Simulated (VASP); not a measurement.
# Ni: relaxation of cell and atoms with PBEsol

Crystal: Ni.

```
Ni
1.0
     0.00000    1.73819    1.73819
     1.73819    0.00000    1.73819
     1.73819    1.73819    0.00000
Ni
1
Direct
  0.00000 0.00000 0.00000
```

```yaml
Program: VASP 6.6.1
Task: relaxation of cell and atoms
Functional: PBEsol
Potentials_or_basis: VASP PAW PBE potentials, release 64 (Ni)
Cutoff: 600 eV
k_mesh: 19 × 19 × 19
Occupations: fermi-dirac, width 0.1 eV
Spin: collinear spin, ferromagnetic start
Starting_moments: "[1.0] μB"
Target_pressure: -2.2 GPa
Dipole_correction: no
Further_INCAR_settings: ALGO = Normal; EDIFF = 1e-06; IBRION = 2; EDIFFG = -0.005; NSW = 60; ISIF = 3
```

```
Relaxed volume                                             : 10.49 Å³/atom
Relaxed cell                                               : a = 2.457 Å, b = 2.457 Å, c = 2.457 Å, α = 60.00°, β = 60.00°, γ = 60.00°
Space group after relaxing (to 0.1 Å)                      : Fm-3m (No. 225)
Energy change on relaxing (the run minimises the enthalpy) : -0.1 meV/atom
Ionic steps                                                : 3
Pressure after relaxing                                    : -2.1 GPa
Net moment                                                 : 0.59 μB per cell
Site moments                                               : Ni +0.60 μB
Valence electrons inside the program's atomic spheres      : Ni 9.38
```

Step by step:
```
step  energy change (eV)  largest force (eV/Å)  pressure (GPa)  volume (Å³)
   1              0.0000                0.0000           -2.42        10.50
   2             -0.0003                0.0000           -1.91        10.48
   3             -0.0001                0.0000           -2.14        10.49
```

Final structure:
```
Ni
1.0
     0.00000    1.73766    1.73766
     1.73766    0.00000    1.73766
     1.73766    1.73766    0.00000
Ni
1
Direct
  0.00000 0.00000 0.00000
```

Levels at points of the mesh, in eV from the Fermi level:
Spin up:
```tsv
k point	band 2	band 3	band 4	band 5	band 6	band 7	band 8	band 9
(0.00, 0.00, 0.00)	-2.48	-2.48	-2.48	-1.26	-1.26	24.02	28.14	28.14
```
Spin down:
```csv
k point,band 3,band 4,band 5,band 6,band 7,band 8
"(0.00, 0.00, 0.00)",-1.80,-1.80,-0.67,-0.67,23.91,28.14
```

It took 37 s on 1 thread of Intel(R) Xeon(R) 6975P-C (Granite Rapids), on a shared host, peak memory 0.17 GiB.

Caveat: the cell is relaxed towards a set pressure, so the run minimises the enthalpy, not the energy; the PAW data sets were made with another functional, which shifts forces and pressure a little.
